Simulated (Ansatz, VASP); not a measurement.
## One calculation of LiF, two programs

Contents of INCAR:

```
PREC = Accurate
ENCUT = 520
EDIFF = 1E-6
ISMEAR = -1
SIGMA = 0.05
LREAL = False
LASPH = True
NELM = 80
ALGO = Normal
ISIF = 2
LWAVE = False
LCHARG = False
NBANDS = 12
```

The input KPOINTS:

```
regular mesh
0
Gamma
  11 11 11
```

The input POSCAR:

```
LiF
1.0
    0.0000000000      2.0535002244      2.0535002244
    2.0535002244      0.0000000000      2.0535002244
    2.0535002244      2.0535002244      0.0000000000
F Li
1 1
Direct
    0.5000000000      0.5000000000      0.5000000000
    0.0000000000      0.0000000000      0.0000000000
```

Contents of input.yaml:

```yaml
crystal:
  lattice:
    - [0.0, 2.0535002244, 2.0535002244]
    - [2.0535002244, 0.0, 2.0535002244]
    - [2.0535002244, 2.0535002244, 0.0]
  atoms:
    - { symbol: F, position: [0.5, 0.5, 0.5] }
    - { symbol: Li, position: [0.0, 0.0, 0.0] }
kpoints:
  mp_grid: { grid: [11, 11, 11] }
scf:
  occupations: { method: fermi_dirac, width: 0.05 }
hamiltonian:
  xc: lda
  pseudopotentials: { kind: all_electron, lapw: { basis_error: 0.001 } }
output:
  forces: true
  stress: true
  eigenvalues: true
```

Change from the starting cell: volume scaled by 1.06.

Alike in both runs: task single point; functional LDA; k mesh 11 × 11 × 11; occupations fermi-dirac, width 0.05 eV; no spin polarisation.

|  | VASP | Ansatz |
| --- | --- | --- |
| version | VASP 6.6.1 | Ansatz 0.2.0 |
| potentials or method | VASP PAW LDA potentials, release 64 (F, Li_sv), cutoff 520 eV | all-electron LAPW, scalar-relativistic |

|  | VASP | Ansatz | Ansatz less VASP |
| --- | --- | --- | --- |
| gap on the k mesh at the Fermi level (eV) | 8.33 | 8.32 | -0.011 |
| least direct gap on the mesh (eV) | 8.33 | 8.32 | -0.011 |

LDA's correlation is that of Perdew and Zunger in VASP and of Perdew and Wang (1992) in Ansatz. Ansatz ran all-electron here, and VASP with PAW potentials.

Noted on VASP's run: the cutoff is short for stress, so the pressure is rough.
